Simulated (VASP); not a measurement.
# BN (F-43m) in VASP: further runs

Aim: see how the results for BN move with the level of theory and the settings. Levels: PBEsol, PBE, LDA. Tasks: vibrations by perturbation theory, dielectric tensor, elastic constants.

Everything below comes from runs of VASP 6.6.1. Logs are shortened: lines on timing, memory, paths and dates and some standing lists are left out, and cuts for length are marked.

### Step 1. The cell of the first run

The structure is cubic, space group F-43m (No. 216). Conventional cell: a = 3.626 Å, b = 3.626 Å, c = 3.626 Å, α = 90.00°, β = 90.00°, γ = 90.00°. Within 2.1 Å of N (site symmetry -43m) lie 4 B at 1.57 Å. B (site symmetry -43m) has 4 N at 1.57 Å within 2.1 Å.

### Step 2. Vibrations by perturbation theory, PBEsol

The input, INCAR:

```
SYSTEM = BN
ALGO = Normal
EDIFF = 1E-8
ENCUT = 600
GGA = PS
GGA_COMPAT = .FALSE.
IBRION = 8
ISIF = 2
ISMEAR = -1
LASPH = .TRUE.
LCHARG = .FALSE.
LREAL = .FALSE.
LWAVE = .FALSE.
NBANDS = 11
NELM = 120
NSW = 1
PREC = Accurate
SIGMA = 0.05
```

The input, KPOINTS:

```
k-points
0
G
  10 10 10
  0 0 0
```

The input, POSCAR:

```
BN
1.0
    0.0000000000      1.8130010000      1.8130010000
    1.8130010000      0.0000000000      1.8130010000
    1.8130010000      1.8130010000      0.0000000000
N B
1 1
Direct
    0.2500000000      0.2500000000      0.2500000000
    0.0000000000      0.0000000000      0.0000000000
```

Potentials or basis: VASP PAW PBE potentials, release 64 (N, B).

Started as:

```
> cat potpaw_PBE.64/N/POTCAR potpaw_PBE.64/B/POTCAR > POTCAR
> mpirun -np 1 vasp_std > vasp.out
```

OUTCAR:

```text
SYSTEM = BN
   EDIFF = 1E-8
   ENCUT = 600
   GGA = PS
   IBRION = 8
   ISIF = 2
   ISMEAR = -1
   LASPH = .TRUE.
   LREAL = .FALSE.
   NELM = 120
   NSW = 1
   PREC = Accurate

 ion  position               nearest neighbor table
   1  0.250  0.250  0.250-   2 1.57   2 1.57   2 1.57   2 1.57
   2  0.000  0.000  0.000-   1 1.57   1 1.57   1 1.57   1 1.57

  LATTYP: Found a face centered cubic cell.
 ALAT       =     3.6260020000

  Lattice vectors:

 A1 = (   0.0000000000,   1.8130010000,   1.8130010000)
 A2 = (   1.8130010000,   0.0000000000,   1.8130010000)
 A3 = (   1.8130010000,   1.8130010000,   0.0000000000)

Analysis of symmetry for initial positions (statically):
=====================================================================
 Subroutine PRICEL returns:
 Original cell was already a primitive cell.

 Routine SETGRP: Setting up the symmetry group for a
 face centered cubic supercell.

 Subroutine GETGRP returns: Found 24 space group operations
 (whereof 24 operations were pure point group operations)
 out of a pool of 48 trial point group operations.

The static configuration has the point symmetry T_d .

Analysis of symmetry for dynamics (positions and initial velocities):
=====================================================================
 Subroutine PRICEL returns:
 Original cell was already a primitive cell.

 Routine SETGRP: Setting up the symmetry group for a
 face centered cubic supercell.

 Subroutine GETGRP returns: Found 24 space group operations
 (whereof 24 operations were pure point group operations)
 out of a pool of 48 trial point group operations.

The dynamic configuration has the point symmetry T_d .

 Subroutine INISYM returns: Found 24 space group operations
 (whereof 24 operations are pure point group operations),
 and found     1 'primitive' translations

----------------------------------------------------------------------------------------

                                     Primitive cell

  volume of cell :      11.9186

  direct lattice vectors                    reciprocal lattice vectors
     0.000000000  1.813001000  1.813001000    -0.275785838  0.275785838  0.275785838
     1.813001000  0.000000000  1.813001000     0.275785838 -0.275785838  0.275785838
     1.813001000  1.813001000  0.000000000     0.275785838  0.275785838 -0.275785838

  length of vectors
     2.563970603  2.563970603  2.563970603     0.477675083  0.477675083  0.477675083

  position of ions in fractional coordinates (direct lattice)
     0.250000000  0.250000000  0.250000000
     0.000000000  0.000000000  0.000000000

  ion indices of the primitive-cell ions
   primitive index   ion index
                 1           1
                 2           2

----------------------------------------------------------------------------------------

 KPOINTS: k-points

Automatic generation of k-mesh.
 Grid dimensions read from file:
 generate k-points for:   10   10   10

 Generating k-lattice:

  Cartesian coordinates                     Fractional coordinates (reciprocal lattice)
    -0.027578584  0.027578584  0.027578584     0.100000000  0.000000000  0.000000000
     0.027578584 -0.027578584  0.027578584     0.000000000  0.100000000  0.000000000
     0.027578584  0.027578584 -0.027578584     0.000000000  0.000000000  0.100000000

  Length of vectors
     0.047767508  0.047767508  0.047767508

  Shift w.r.t. Gamma in fractional coordinates (k-lattice)
     0.000000000  0.000000000  0.000000000

 Subroutine IBZKPT returns following result:
 ===========================================

 Found     47 irreducible k-points:

 Following reciprocal coordinates:
            Coordinates               Weight
  0.000000  0.000000  0.000000      1.000000
  0.100000  0.000000  0.000000      8.000000
  0.200000  0.000000  0.000000      8.000000
  0.300000  0.000000  0.000000      8.000000
  0.400000  0.000000  0.000000      8.000000
  0.500000  0.000000  0.000000      4.000000
[... 16 lines left out ...]
  0.300000  0.300000  0.000000      6.000000
  0.400000  0.300000  0.000000     24.000000
 [... further k-points ...]
   k-points           NKPTS =     47   k-points in BZ     NKDIM =     47   number of bands    NBANDS=     11
   number of dos      NEDOS =    301   number of ions     NIONS =      2
   total plane-waves  NPLWV =   8000
   dimension x,y,z NGX =    20 NGY =   20 NGZ =   20
   dimension x,y,z NGXF=    40 NGYF=   40 NGZF=   40
   ions per type =               1   1
   NGX,Y,Z   is equivalent  to a cutoff of  12.97, 12.97, 12.97 a.u.
   NGXF,Y,Z  is equivalent  to a cutoff of  25.94, 25.94, 25.94 a.u.
 SYSTEM =  BN
   PREC   = accura    normal or accurate (medium, high low for compatibility)
   ISTART =      0    job   : 0-new  1-cont  2-samecut
   ICHARG =      2    charge: 1-file 2-atom 10-const
   ISPIN  =      1    spin polarized calculation?
   LNONCOLLINEAR =      F non collinear calculations
   LSORBIT =      F    spin-orbit coupling
   LASPH  =      T    aspherical Exc in radial PAW
   ENCUT  =  600.0 eV  44.10 Ry    6.64 a.u.   5.12  5.12  5.12*2*pi/ulx,y,z
   NELM   =    120;   NELMIN=  2; NELMDL= -5     # of ELM steps
   EDIFF  = 0.1E-07   stopping-criterion for ELM
   LREAL  =      F    real-space projection
   EDIFFG = 0.1E-06   stopping-criterion for IOM
   NSW    =      1    number of steps for IOM
   IBRION =      8    ionic relax: 0-MD 1-quasi-New 2-CG
   NFREE  =      0    steps in history (QN), initial steepest desc. (CG)
   ISIF   =      2    stress and relaxation
   ISYM   =      2    0-nonsym 1-usesym 2-fastsym
   POTIM  = 0.5000    time-step for ionic-motion
   TEBEG  =    0.0;   TEEND  =   0.0 temperature during run
   PSTRESS=    0.0 pullay stress
   NELECT =       8.0000    total number of electrons
   NUPDOWN=      -1.0000    fix difference up-down
   EMIN   =  10.00;   EMAX   =-10.00  energy-range for DOS
   EFERMI =   0.00;   METHOD = LEGACY
   ISMEAR =    -1;   SIGMA  =   0.05  broadening in eV -4-tet -1-fermi 0-gaus
   EFERMI_NEDOS =   21; number of points for ismear=-14 and -15
   IALGO  =     38    algorithm
   IMIX   =      4    mixing-type and parameters
     AMIX     =   0.40;   BMIX     =  1.00
     AMIX_MAG =   1.60;   BMIX_MAG =  1.00
  volume/ion in A,a.u.               =       5.96        40.22
  Fermi-wavevector in a.u.,A,eV,Ry     =   1.433387  2.708709 27.954506  2.054598
  Thomas-Fermi vector in A             =   2.552911
   LORBIT       =      0    0 simple, 1 ext, 2 COOP (PROOUT), +10 PAW based schemes
   GGA     = PS    functional components
   LHFCALC =     F    Hartree Fock is set to
   AEXX    =    0.0000 exact exchange contribution
   IVDW    =     0    specifies the selected vdW correction
   LEPSILON=     F    determine dielectric tensor
   LRPA    =     F    only Hartree local field effects (RPA)
 non-spin polarized calculation
  energy-cutoff  :      600.00
  volume of cell :       11.92
 maximum number of plane-waves:       411
   NGX = 11   NGY = 11   NGZ = 11

--------------------------------------- Ionic step        1  -------------------------------------------

 number of electron       7.9999999 magnetization

 Free energy of the ion-electron system (eV)
  ---------------------------------------------------
  ext. energy  EPLUGINS =         0.00000000
  ---------------------------------------------------
  free energy    TOTEN  =       -18.34777257 eV

  energy without entropy =      -18.34777257  energy(sigma->0) =      -18.34777257

 E-fermi :   8.3464     XC(G=0): -12.9718

 val. band max:        7.2505223435   @ k =   0.0000   0.0000   0.0000
 cond. band min:      11.5179247435   @ k =   0.5000   0.5000   0.0000
 fundamental gap:      4.2674024001
 Fermi energy:         8.3463546624

 k-point     1 :       0.0000    0.0000    0.0000
  band No.  band energies     occupation
      1     -12.8989      2.00000
      2       7.2505      2.00000
      3       7.2505      2.00000
      4       7.2505      2.00000
      5      15.9694      0.00000
      6      15.9694      0.00000
      7      15.9694      0.00000
      8      17.3722      0.00000
      9      31.5906      0.00000
     10      34.8265      0.00000
     11      34.8265      0.00000
[... 309 lines left out ...]
 k-point    24 :       0.4000    0.3000    0.0000
  band No.  band energies     occupation
      1      -9.1271      2.00000
      2       0.4885      2.00000
      3       2.7419      2.00000
      4       3.1851      2.00000
      5      13.1734      0.00000
      6      17.6902      0.00000
      7      22.5635      0.00000
      8      22.6693      0.00000
      9      26.6534      0.00000
     10      34.0310      0.00000
     11      38.7511      0.00000

 [... further k-points ...]

------------------------ aborting loop because EDIFF is reached ----------------------------------------

  FORCE on cell =-STRESS in cart. coord.  units (eV):
  Direction    XX          YY          ZZ          XY          YZ          ZX
  --------------------------------------------------------------------------------------
  -------------------------------------------------------------------------------------
  Total       -0.4491003     -0.4491003     -0.4491003      0.0000000      0.0000000      0.0000000
  in kB      -60.3711934    -60.3711934    -60.3711934      0.0000000      0.0000000      0.0000000
  external PRESSURE =     -60.3711934 kB  Pullay stress =       0.0000000 kB

 VOLUME and BASIS-vectors are now :
 -----------------------------------------------------------------------------
  energy-cutoff  :      600.00
  volume of cell :       11.92
      direct lattice vectors                 reciprocal lattice vectors
     0.000000000  1.813001000  1.813001000    -0.275785838  0.275785838  0.275785838
     1.813001000  0.000000000  1.813001000     0.275785838 -0.275785838  0.275785838
     1.813001000  1.813001000  0.000000000     0.275785838  0.275785838 -0.275785838

 POSITION                                       TOTAL-FORCE (eV/Angst)
 -----------------------------------------------------------------------------------
      0.90650      0.90650      0.90650        -0.000000     -0.000000     -0.000000
      0.00000      0.00000      0.00000         0.000000      0.000000      0.000000
 -----------------------------------------------------------------------------------
    total drift:                                0.000000      0.000000      0.000000

  FREE ENERGIE OF THE ION-ELECTRON SYSTEM (eV)
  ---------------------------------------------------
  free  energy   TOTEN  =       -18.3477725739 eV

  energy  without entropy=      -18.3477725739  energy(sigma->0) =      -18.34777257

[... ionic steps 2 to 3 ...]

--------------------------------------- Ionic step        4  -------------------------------------------

------------------------ aborting loop because EDIFF is reached ----------------------------------------

[... ionic steps 5 to 6 ...]

--------------------------------------- Ionic step        7  -------------------------------------------

 Free energy of the ion-electron system (eV)
  ---------------------------------------------------
  ---------------------------------------------------
  free energy    TOTEN  =        -0.03568317 eV

  energy without entropy =       -0.03568317

------------------------ aborting loop because EDIFF is reached ----------------------------------------

 INTERNAL STRAIN TENSOR  FOR ION    2  DIRECTION 1   (eV/Angst):
 -----------------------------------------------------------------------------
     0.01221  0.00000  0.00000
     0.00000 -0.00591  1.55038
     0.00000  1.55038 -0.00591

 INTERNAL STRAIN TENSOR FOR ION    2 for displacements in x,y,z  (eV/Angst):
          X           Y           Z          XY          YZ          ZX
  --------------------------------------------------------------------------------
  x    -0.00000    -0.00000     0.00000     0.00000     1.55038     0.00000
  y    -0.00000    -0.00000     0.00000     0.00000     0.00000     1.55038
  z    -0.00000     0.00000    -0.00000     1.55038     0.00000     0.00000

 SECOND DERIVATIVES (NOT SYMMETRIZED)
 ------------------------------------
               1X          1Y          1Z          2X          2Y          2Z
  1X   -23.739467    0.000000    0.000000   23.739467    0.000000    0.000000
  1Y     0.000000  -23.739467    0.000000    0.000000   23.739467    0.000000
  1Z     0.000000    0.000000  -23.739467    0.000000    0.000000   23.739467
  2X    23.737230    0.000000    0.000000  -23.737230    0.000000    0.000000
  2Y     0.000000   23.737230    0.000000    0.000000  -23.737230    0.000000
  2Z     0.000000    0.000000   23.737230    0.000000    0.000000  -23.737230

 Eigenvectors and eigenvalues of the dynamical matrix
 ----------------------------------------------------

   1 f  =   30.838489 THz   193.763940 2PiTHz 1028.661261 cm-1   127.537684 meV
             X         Y         Z           dx          dy          dz
      0.906501  0.906501  0.906501     0.000000    0.660106    0.000000
      0.000000  0.000000  0.000000     0.000000   -0.751173    0.000000
[... 21 lines left out ...]
   6 f/i=    0.000720 THz     0.004526 2PiTHz    0.024030 cm-1     0.002979 meV
             X         Y         Z           dx          dy          dz
      0.906501  0.906501  0.906501     0.000000    0.000000    0.751173
      0.000000  0.000000  0.000000     0.000000    0.000000    0.660106

--------------------------------------------------------------------------------------------------------

 ELASTIC MODULI CONTR FROM IONIC RELAXATION (kBar)
 Direction    XX          YY          ZZ          XY          YZ          ZX
 --------------------------------------------------------------------------------
 XX          -0.0000     -0.0000      0.0000     -0.0000      0.0000      0.0000
 YY          -0.0000     -0.0000      0.0000     -0.0000      0.0000     -0.0000
 ZZ           0.0000      0.0000     -0.0000      0.0000     -0.0000      0.0000
 XY          -0.0000     -0.0000      0.0000    -15.2353      0.0000      0.0000
 YZ           0.0000      0.0000     -0.0000      0.0000    -15.2353      0.0000
 ZX           0.0000     -0.0000      0.0000      0.0000      0.0000    -15.2353
 --------------------------------------------------------------------------------
```

Wall time 1.7 min (1 thread of Intel Xeon 8259CL, shared host); peak memory 0.17 GiB.

What came out:

* Highest phonon frequency at Γ, LO-TO splitting left out: 1029 cm⁻¹

Phonon frequencies in cm⁻¹ (negative: imaginary):
| q point | frequencies |
| --- | --- |
| (0.000, 0.000, 0.000) | 0 0 0 1029 1029 1029 |

Caveat: the cell wasn't relaxed at this level first, which shifts response properties; the PAW data sets were made with another functional, which shifts forces and pressure a little.

(Continued in part 2 of 2.)
